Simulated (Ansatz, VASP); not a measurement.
**Be4Se3 in VASP and in Ansatz**

```
Be Se
1.0
     0.00000    3.88301    3.88301
     3.88301    0.00000    3.88301
     3.88301    3.88301    0.00000
Be Se
4 3
Direct
  0.90348 0.28956 0.90348
  0.90348 0.90348 0.90348
  0.28956 0.90348 0.90348
  0.90348 0.90348 0.28956
  0.75000 0.75000 0.75000
  0.25000 0.25000 0.25000
  0.50000 0.50000 0.50000
```

Alike in both runs: functional PBE; k mesh 8 × 8 × 8; occupations gaussian, width 0.1 eV; no spin polarisation.

Ansatz relaxed the structure, and its values are those at the end. VASP's run is a single point on that final structure, the one shown.

```csv
,VASP,Ansatz
version,VASP 6.6.1,Ansatz 0.2.0
potentials or method,"VASP PAW PBE potentials, release 64 (Be, Se), cutoff 520 eV","scalar-relativistic, plane waves, PAW"
valence electrons in the cell,26,56
```

Ansatz gave:

| Item | Value |
| --- | --- |
| gap on the k mesh at the Fermi level (eV) | none |
| pressure (GPa) | 0.0 |
| rms of the force components (eV/Å) | 0.001 |

Problem. Which values does VASP return?

Solution. gap on the k mesh at the Fermi level (eV): none; pressure (GPa): 0.1; rms of the force components (eV/Å): 0.006.

A gap of «none» marks a metal or a gap that the smearing closes. The functional is the same, so the differences come from potentials, cutoffs and numerics. VASP's potentials hold 26 valence electrons a cell and Ansatz's 56, so a difference there can come from the potentials and not from the codes.
